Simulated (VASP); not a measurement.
Write the native input for VASP 6.6.1 that does the following.

```yaml
Task: single point
Functional: PBE
Potentials_or_basis: VASP PAW PBE potentials, release 64 (Co)
Cutoff: 600 eV
k_mesh: 6 × 12 × 12
Occupations: fermi-dirac, width 0.05 eV
Spin: collinear spin, ferromagnetic start
Starting_moments: "[2.03, 2.03] μB"
Hubbard_terms: Co d U = 2.7 eV
Dipole_correction: no
Further_INCAR_settings: ALGO = Normal; EDIFF = 1e-06; NBANDS = 20
```

The structure of Co lies in POSCAR:

```
Co
1.0
    0.0000000000      3.5890000000      3.5890000000
    1.7945000000      0.0000000000      1.7945000000
    1.7945000000      1.7945000000      0.0000000000
Co
2
Direct
    0.0000000000      0.0000000000      0.0000000000
    0.5000000000      0.0000000000      0.0000000000
```

These files were run (other wordings do the same):

INCAR

```
SYSTEM = Co
ALGO = Normal
EDIFF = 1E-6
ENCUT = 600
GGA = PE
GGA_COMPAT = .False.
ISIF = 2
ISMEAR = -1
ISPIN = 2
LASPH = .True.
LCHARG = .False.
LDAU = .True.
LDAUJ = 0
LDAUL = 2
LDAUPRINT = 1
LDAUTYPE = 2
LDAUU = 2.7
LMAXMIX = 4
LORBIT = 11
LREAL = .False.
LWAVE = .False.
MAGMOM = 2.03 2.03
NBANDS = 20
NELM = 200
PREC = Accurate
SIGMA = 0.05
```

KPOINTS

```
k-points
0
Gamma
  6 12 12
  0 0 0
```

Potentials or basis: VASP PAW PBE potentials, release 64 (Co).

Launch:

```bash
$ cat potpaw_PBE.64/Co/POTCAR > POTCAR
$ mpirun -np 1 vasp_std > vasp.out
```

Results of the run:

```
Pressure                                              : -5.9 GPa
Net moment                                            : 3.56 μB per cell
Site moments                                          : Co +1.84 μB
Valence electrons inside the program's atomic spheres : Co 8.20
```

Caveat: the U is typed as a test and isn't derived for this compound.

Run time: 3.2 min on 1 thread of Intel Xeon 8259CL, on a shared host, peak memory 0.21 GiB.
